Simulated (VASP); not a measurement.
# Ti (Fm-3m) in VASP: further runs

Ti is run at these levels: LDA; tasks: single point, relaxation of cell and atoms.

Program: VASP 6.6.1. These are calculated values, not measurements. Logs are shortened: lines on timing, memory, paths and dates and some standing lists are left out, and cuts for length are marked.

## 1. The cell of the first run

It takes space group Fm-3m (No. 225, cubic). The conventional cell has a = 3.904 Å, b = 3.904 Å, c = 3.904 Å, α = 90.00°, β = 90.00°, γ = 90.00°. Within 3.6 Å of Ti (site symmetry m-3m) lie 12 Ti at 2.76 Å.

This isn't the form of Ti at room conditions, which is hcp.

## 2. Single point, LDA

Input file INCAR:

```
SYSTEM = Ti
ALGO     = Normal         ! electronic algorithm
EDIFF    = 1E-6           ! SCF threshold, eV
ENCUT    = 500            ! plane-wave cutoff, eV
GGA_COMPAT= .False.      
ISIF     = 2              ! what is computed and relaxed
ISMEAR   = 1              ! smearing method
LASPH    = .True.         ! aspherical terms in the spheres
LCHARG   = .False.        ! write CHGCAR
LREAL    = .False.        ! projectors in reciprocal space
LWAVE    = .False.        ! write WAVECAR
NBANDS   = 12             ! bands
NELM     = 120            ! most SCF steps
PREC     = Accurate       ! precision mode
SIGMA    = 0.05           ! smearing width, eV
```

Input file KPOINTS:

```
k-points
0
Gamma
  18 18 18
  0 0 0
```

Input file POSCAR:

```
Ti
1.0
    0.0000000000      1.9520637016      1.9520637016
    1.9520637016      0.0000000000      1.9520637016
    1.9520637016      1.9520637016      0.0000000000
Ti
1
Direct
    0.0000000000      0.0000000000      0.0000000000
```

Potentials or basis: VASP PAW LDA potentials, release 64 (Ti_sv).

Run with:

```console
$ cat potpaw_LDA.64/Ti_sv/POTCAR > POTCAR
$ mpirun -np 1 vasp_std > vasp.out
```

OUTCAR:

```text
SYSTEM = Ti
   EDIFF = 1E-6
   ENCUT = 500
   ISIF = 2
   ISMEAR = 1
   LASPH = .True.
   LREAL = .False.
   NELM = 120
   PREC = Accurate

 ion  position               nearest neighbor table
   1  0.000  0.000  0.000-

  LATTYP: Found a face centered cubic cell.
 ALAT       =     3.9041274032

  Lattice vectors:

 A1 = (   0.0000000000,   1.9520637016,   1.9520637016)
 A2 = (   1.9520637016,   0.0000000000,   1.9520637016)
 A3 = (   1.9520637016,   1.9520637016,   0.0000000000)

Analysis of symmetry for initial positions (statically):
=====================================================================
 Subroutine PRICEL returns:
 Original cell was already a primitive cell.

 Routine SETGRP: Setting up the symmetry group for a
 face centered cubic supercell.

 Subroutine GETGRP returns: Found 48 space group operations
 (whereof 48 operations were pure point group operations)
 out of a pool of 48 trial point group operations.

The static configuration has the point symmetry O_h .

Analysis of symmetry for dynamics (positions and initial velocities):
=====================================================================
 Subroutine PRICEL returns:
 Original cell was already a primitive cell.

 Routine SETGRP: Setting up the symmetry group for a
 face centered cubic supercell.

 Subroutine GETGRP returns: Found 48 space group operations
 (whereof 48 operations were pure point group operations)
 out of a pool of 48 trial point group operations.

The dynamic configuration has the point symmetry O_h .

 Subroutine INISYM returns: Found 48 space group operations
 (whereof 48 operations are pure point group operations),
 and found     1 'primitive' translations

----------------------------------------------------------------------------------------

                                     Primitive cell

  volume of cell :      14.8769

  direct lattice vectors                    reciprocal lattice vectors
     0.000000000  1.952063702  1.952063702    -0.256139182  0.256139182  0.256139182
     1.952063702  0.000000000  1.952063702     0.256139182 -0.256139182  0.256139182
     1.952063702  1.952063702  0.000000000     0.256139182  0.256139182 -0.256139182

  length of vectors
     2.760634961  2.760634961  2.760634961     0.443646077  0.443646077  0.443646077

  position of ions in fractional coordinates (direct lattice)
     0.000000000  0.000000000  0.000000000

  ion indices of the primitive-cell ions
   primitive index   ion index
                 1           1

----------------------------------------------------------------------------------------

 KPOINTS: k-points

Automatic generation of k-mesh.
 Grid dimensions read from file:
 generate k-points for:   18   18   18

 Generating k-lattice:

  Cartesian coordinates                     Fractional coordinates (reciprocal lattice)
    -0.014229955  0.014229955  0.014229955     0.055555556  0.000000000  0.000000000
     0.014229955 -0.014229955  0.014229955     0.000000000  0.055555556  0.000000000
     0.014229955  0.014229955 -0.014229955     0.000000000  0.000000000  0.055555556

  Length of vectors
     0.024647004  0.024647004  0.024647004

  Shift w.r.t. Gamma in fractional coordinates (k-lattice)
     0.000000000  0.000000000  0.000000000

 Subroutine IBZKPT returns following result:
 ===========================================

 Found    195 irreducible k-points:

 Following reciprocal coordinates:
            Coordinates               Weight
  0.000000  0.000000  0.000000      1.000000
  0.055556  0.000000  0.000000      8.000000
  0.111111  0.000000  0.000000      8.000000
  0.166667  0.000000  0.000000      8.000000
  0.222222  0.000000  0.000000      8.000000
  0.277778  0.000000  0.000000      8.000000
[... 16 lines left out ...]
 -0.277778  0.055556  0.000000     24.000000
 -0.222222  0.055556  0.000000     24.000000
 [... further k-points ...]
   k-points           NKPTS =    195   k-points in BZ     NKDIM =    195   number of bands    NBANDS=     12
   number of dos      NEDOS =    301   number of ions     NIONS =      1
   total plane-waves  NPLWV =   8000
   dimension x,y,z NGX =    20 NGY =   20 NGZ =   20
   dimension x,y,z NGXF=    40 NGYF=   40 NGZF=   40
   ions per type =               1
   NGX,Y,Z   is equivalent  to a cutoff of  12.04, 12.04, 12.04 a.u.
   NGXF,Y,Z  is equivalent  to a cutoff of  24.09, 24.09, 24.09 a.u.
 SYSTEM =  Ti
   PREC   = accura    normal or accurate (medium, high low for compatibility)
   ISTART =      0    job   : 0-new  1-cont  2-samecut
   ICHARG =      2    charge: 1-file 2-atom 10-const
   ISPIN  =      1    spin polarized calculation?
   LNONCOLLINEAR =      F non collinear calculations
   LSORBIT =      F    spin-orbit coupling
   LASPH  =      T    aspherical Exc in radial PAW
   ENCUT  =  500.0 eV  36.75 Ry    6.06 a.u.   5.03  5.03  5.03*2*pi/ulx,y,z
   NELM   =    120;   NELMIN=  2; NELMDL= -5     # of ELM steps
   EDIFF  = 0.1E-05   stopping-criterion for ELM
   LREAL  =      F    real-space projection
   EDIFFG = 0.1E-04   stopping-criterion for IOM
   NSW    =      0    number of steps for IOM
   IBRION =     -1    ionic relax: 0-MD 1-quasi-New 2-CG
   NFREE  =      0    steps in history (QN), initial steepest desc. (CG)
   ISIF   =      2    stress and relaxation
   ISYM   =      2    0-nonsym 1-usesym 2-fastsym
   POTIM  = 0.5000    time-step for ionic-motion
   TEBEG  =    0.0;   TEEND  =   0.0 temperature during run
   PSTRESS=    0.0 pullay stress
   NELECT =      12.0000    total number of electrons
   NUPDOWN=      -1.0000    fix difference up-down
   EMIN   =  10.00;   EMAX   =-10.00  energy-range for DOS
   EFERMI =   0.00;   METHOD = LEGACY
   ISMEAR =     1;   SIGMA  =   0.05  broadening in eV -4-tet -1-fermi 0-gaus
   EFERMI_NEDOS =   21; number of points for ismear=-14 and -15
   IALGO  =     38    algorithm
   IMIX   =      4    mixing-type and parameters
     AMIX     =   0.40;   BMIX     =  1.00
     AMIX_MAG =   1.60;   BMIX_MAG =  1.00
  volume/ion in A,a.u.               =      14.88       100.39
  Fermi-wavevector in a.u.,A,eV,Ry     =   1.523929  2.879807 31.597600  2.322358
  Thomas-Fermi vector in A             =   2.632305
   LORBIT       =      0    0 simple, 1 ext, 2 COOP (PROOUT), +10 PAW based schemes
   GGA     = CA    functional components
   LHFCALC =     F    Hartree Fock is set to
   AEXX    =    0.0000 exact exchange contribution
   IVDW    =     0    specifies the selected vdW correction
   LEPSILON=     F    determine dielectric tensor
   LRPA    =     F    only Hartree local field effects (RPA)
 non-spin polarized calculation
 Methfessel and Paxton  Order N= 1 SIGMA  =   0.05
  energy-cutoff  :      500.00
  volume of cell :       14.88
 maximum number of plane-waves:       388
   NGX =  9   NGY =  9   NGZ =  9

 number of electron      12.0000004 magnetization

 Free energy of the ion-electron system (eV)
  ---------------------------------------------------
  ext. energy  EPLUGINS =         0.00000000
  ---------------------------------------------------
  free energy    TOTEN  =        -8.46741115 eV

  energy without entropy =       -8.46748734  energy(sigma->0) =       -8.46743655

 E-fermi :   9.7384     XC(G=0): -12.5442

 val. band max:        9.7361652729   @ k =  -0.2222   0.0556   0.0000
 cond. band min:       9.7431277628   @ k =   0.2778   0.0000   0.0000
 fundamental gap:      0.0069624898
 Fermi energy:         9.7384450868

 k-point     1 :       0.0000    0.0000    0.0000
  band No.  band energies     occupation
      1     -46.0627      2.00000
      2     -22.0501      2.00000
      3     -22.0501      2.00000
      4     -22.0501      2.00000
      5       3.4031      2.00000
      6      10.6586     -0.00000
      7      10.6586     -0.00000
      8      10.6586     -0.00000
      9      12.6471      0.00000
     10      12.6471      0.00000
     11      25.9378      0.00000
     12      31.1153      0.00000

 k-point     2 :       0.0556    0.0000    0.0000
  band No.  band energies     occupation
      1     -46.0557      2.00000
      2     -22.0860      2.00000
      3     -22.0544      2.00000
      4     -22.0544      2.00000
      5       3.5197      2.00000
      6      10.5824     -0.00000
      7      10.7034     -0.00000
      8      10.7034     -0.00000
      9      12.6158      0.00000
     10      12.6158      0.00000
     11      26.0708      0.00000
     12      30.2701      0.00000

 k-point     3 :       0.1111    0.0000    0.0000
  band No.  band energies     occupation
      1     -46.0354      2.00000
      2     -22.1884      2.00000
      3     -22.0667      2.00000
      4     -22.0667      2.00000
      5       3.8596      2.00000
      6      10.3776     -0.00000
      7      10.8199      0.00000
      8      10.8199      0.00000
      9      12.5457      0.00000
     10      12.5457      0.00000
     11      26.3878      0.00000
     12      28.7095      0.00000

 k-point     4 :       0.1667    0.0000    0.0000
  band No.  band energies     occupation
      1     -46.0040      2.00000
      2     -22.3434      2.00000
      3     -22.0854      2.00000
      4     -22.0854      2.00000
      5       4.3899      2.00000
      6      10.1072     -0.00000
      7      10.9462      0.00000
      8      10.9462      0.00000
      9      12.5106      0.00000
     10      12.5106      0.00000
     11      26.4417      0.00000
     12      27.3564      0.00000

 k-point     5 :       0.2222    0.0000    0.0000
  band No.  band energies     occupation
      1     -45.9653      2.00000
      2     -22.5305      2.00000
      3     -22.1083      2.00000
      4     -22.1083      2.00000
      5       5.0483      2.00000
      6       9.8594     -0.00331
      7      10.9870      0.00000
      8      10.9870      0.00000
      9      12.6162      0.00000
     10      12.6162      0.00000
     11      25.1979      0.00000
     12      27.0955      0.00000
[... 228 lines left out ...]
      1     -45.8403      2.00000
      2     -23.0800      2.00000
      3     -22.2116      2.00000
      4     -22.1746      2.00000
      5       6.7689      2.00000
      6      10.2327     -0.00000
      7      10.5805     -0.00000
      8      10.6378     -0.00000
      9      13.5838      0.00000
     10      14.0758      0.00000
     11      20.6257      0.00000
     12      25.6079      0.00000

 k-point    22 :      -0.3333    0.0556    0.0000
  band No.  band energies     occupation
      1     -45.8689      2.00000
      2     -22.9535      2.00000
      3     -22.1987      2.00000
      4     -22.1536      2.00000
      5       6.5167      2.00000
      6       9.8858     -0.00025
      7      10.6400     -0.00000
      8      10.7654      0.00000
      9      13.1746      0.00000
     10      13.7516      0.00000
     11      21.8417      0.00000
     12      26.0650      0.00000

 k-point    23 :      -0.2778    0.0556    0.0000
  band No.  band energies     occupation
      1     -45.9060      2.00000
      2     -22.7870      2.00000
      3     -22.1785      2.00000
      4     -22.1293      2.00000
      5       6.0278      2.00000
      6       9.6835      2.06507
      7      10.7965      0.00000
      8      10.9232      0.00000
      9      12.7440      0.00000
     10      13.3652      0.00000
     11      23.2584      0.00000
     12      26.5979      0.00000

 k-point    24 :      -0.2222    0.0556    0.0000
  band No.  band energies     occupation
      1     -45.9468      2.00000
      2     -22.5993      2.00000
      3     -22.1534      2.00000
      4     -22.1045      2.00000
      5       5.3696      2.00000
      6       9.7362      1.07709
      7      10.9320      0.00000
      8      11.0478      0.00000
      9      12.3998      0.00000
     10      13.0095      0.00000
     11      24.7518      0.00000
     12      27.0082      0.00000

 [... further k-points ...]

------------------------ aborting loop because EDIFF is reached ----------------------------------------

  FORCE on cell =-STRESS in cart. coord.  units (eV):
  Direction    XX          YY          ZZ          XY          YZ          ZX
  --------------------------------------------------------------------------------------
  -------------------------------------------------------------------------------------
  Total        0.8998483      0.8998483      0.8998483     -0.0000000      0.0000000      0.0000000
  in kB       96.9098497     96.9098497     96.9098497     -0.0000000      0.0000000      0.0000000
  external PRESSURE =      96.9098497 kB  Pullay stress =       0.0000000 kB

 VOLUME and BASIS-vectors are now :
 -----------------------------------------------------------------------------
  energy-cutoff  :      500.00
  volume of cell :       14.88
      direct lattice vectors                 reciprocal lattice vectors
     0.000000000  1.952063702  1.952063702    -0.256139182  0.256139182  0.256139182
     1.952063702  0.000000000  1.952063702     0.256139182 -0.256139182  0.256139182
     1.952063702  1.952063702  0.000000000     0.256139182  0.256139182 -0.256139182

 POSITION                                       TOTAL-FORCE (eV/Angst)
 -----------------------------------------------------------------------------------
      0.00000      0.00000      0.00000         0.000000      0.000000     -0.000000
 -----------------------------------------------------------------------------------
    total drift:                               -0.000000     -0.000000     -0.000000

  FREE ENERGIE OF THE ION-ELECTRON SYSTEM (eV)
  ---------------------------------------------------
  free  energy   TOTEN  =        -8.4674111486 eV

  energy  without entropy=       -8.4674873420  energy(sigma->0) =       -8.46743655
```

It took 71 s on 1 thread of AMD EPYC, shared host; peak memory 0.11 GiB.

What came out:

```yaml
Free_energy: -8.4674 eV
Pressure: 9.7 GPa
Band_gap_on_the_k_mesh: zero (bands 6 and 7 overlap by 1.51 eV)
```

Caveat: the cell stands under pressure.

## 3. Single point, LDA

This run uses another cell than the first one, of 16.01 Å³/atom.

Input file INCAR:

```
SYSTEM = Ti
ALGO = Normal ; EDIFF = 1E-6
ENCUT = 500 ; GGA = CA
GGA_COMPAT = .FALSE. ; ISIF = 2
ISMEAR = 1 ; LASPH = .TRUE.
LCHARG = .FALSE. ; LREAL = .FALSE.
LWAVE = .FALSE. ; NBANDS = 12
NELM = 120 ; PREC = Accurate
SIGMA = 0.05
```

Input file KPOINTS:

```
k-points
0
G
  18 18 18
  0 0 0
```

Input file POSCAR:

```
Ti
1.0
    0.0000000000      2.0002123335      2.0002123335
    2.0002123335      0.0000000000      2.0002123335
    2.0002123335      2.0002123335      0.0000000000
Ti
1
Direct
    0.0000000000      0.0000000000      0.0000000000
```

Potentials or basis: VASP PAW LDA potentials, release 64 (Ti_sv).

Run with:

```console
$ cat potpaw_LDA.64/Ti_sv/POTCAR > POTCAR
$ mpirun -np 1 vasp_std > vasp.out
```

Wall time 1.7 min (1 thread of AMD EPYC, shared host); peak memory 0.12 GiB.

It converged, with:

* Free energy: -8.4994 eV
* Pressure: -0.3 GPa
* Band gap on the k mesh: zero (bands 6 and 7 overlap by 1.40 eV)

Levels at points of the mesh, in eV from the Fermi level:
```tsv
k point	band 3	band 4	band 5	band 6	band 7	band 8	band 9	band 10
(0.00, 0.00, 0.00)	-32.01	-32.01	-6.21	0.88	0.88	0.88	2.68	2.68
(0.50, 0.00, 0.00)	-32.13	-32.13	-2.78	0.73	0.73	0.96	3.92	3.92
(0.50, 0.50, 0.00)	-32.33	-32.33	-2.89	-1.97	3.31	3.89	4.25	4.25
```

## 4. Relaxation of cell and atoms, LDA

This run uses another cell than the first one, of 17.61 Å³/atom.

Input file INCAR:

```
PREC = Accurate
ENCUT = 500
EDIFF = 1E-7
ISMEAR = 1
SIGMA = 0.05
LREAL = False
LASPH = True
NELM = 120
ALGO = Normal
ISIF = 3
LWAVE = False
LCHARG = False
IBRION = 2
NSW = 80
EDIFFG = -0.03
GGA_COMPAT = False
NELMIN = 4
```

Input file KPOINTS:

```
Automatic mesh
0
Gamma
  18 18 18
```

Input file POSCAR:

```
Ti
1.0
    0.0000000000      2.0650000000      2.0650000000
    2.0650000000      0.0000000000      2.0650000000
    2.0650000000      2.0650000000      0.0000000000
Ti
1
Direct
    0.0000000000      0.0000000000      0.0000000000
```

Run with:

```console
$ cat potpaw_LDA.64/Ti_sv/POTCAR > POTCAR
$ mpirun -np 1 vasp_std > vasp.out
```

Run time: 3.4 min. Hardware: 1 thread of AMD EPYC, shared host; peak memory 0.13 GiB.

Results (log left out):

```
Free energy                           : -8.5001 eV
Relaxed volume                        : 15.99 Å³/atom
Relaxed cell                          : a = 2.828 Å, b = 2.828 Å, c = 2.828 Å, α = 60.00°, β = 60.00°, γ = 60.00°
Space group after relaxing (to 0.1 Å) : Fm-3m (No. 225)
Energy gained by relaxing             : 54.6 meV/atom
Ionic steps                           : 3
Pressure after relaxing               : 0.0 GPa
Band gap on the k mesh                : zero (bands 6 and 7 overlap by 1.40 eV)
```

Step by step:
| step | energy change (eV) | largest force (eV/Å) | pressure (GPa) | volume (Å³) |
| --- | --- | --- | --- | --- |
| 1 | 0.0000 | 0.0000 | -9.98 | 17.61 |
| 2 | -0.0278 | 0.0000 | 8.90 | 14.96 |
| 3 | -0.0546 | 0.0000 | -0.04 | 15.99 |

Final structure:
```
CELL_PARAMETERS angstrom
0.00000 1.99938 1.99938
1.99938 0.00000 1.99938
1.99938 1.99938 0.00000
ATOMIC_POSITIONS crystal
Ti 0.00000 0.00000 0.00000
```

Levels at points of the mesh, in eV from the Fermi level:
| k point | band 4 | band 5 | band 6 | band 7 | band 8 | band 9 |
| --- | --- | --- | --- | --- | --- | --- |
| (0.00, 0.00, 0.00) | -32.01 | -6.21 | 0.89 | 0.89 | 0.89 | 2.69 |
| (0.50, 0.00, 0.00) | -32.12 | -2.79 | 0.73 | 0.73 | 0.96 | 3.92 |
| (0.50, 0.50, 0.00) | -32.32 | -2.89 | -1.97 | 3.32 | 3.89 | 4.25 |

## 5. Summary

| task | cell | gap on the mesh (eV) | pressure (GPa) |
| --- | --- | --- | --- |
| single point | a = 2.761 Å, angles 60.0°, 1 atom | none | 9.7 |
| single point | a = 2.829 Å, angles 60.0°, 1 atom | none | -0.3 |
| relaxation of cell and atoms | relaxed from a = 2.920 Å, angles 60.0°, 1 atom | none | 0.0 |

Alike in all rows: level LDA; potentials or basis VASP PAW LDA potentials, release 64 (Ti_sv); no spin polarisation; k mesh 18 × 18 × 18; cutoff (eV) 500; smearing methfessel-paxton 0.05 eV.

Caveats: the cell stands under pressure (at least some runs).

Total energies depend on the potentials used, so only differences within one code and one set of settings carry meaning.
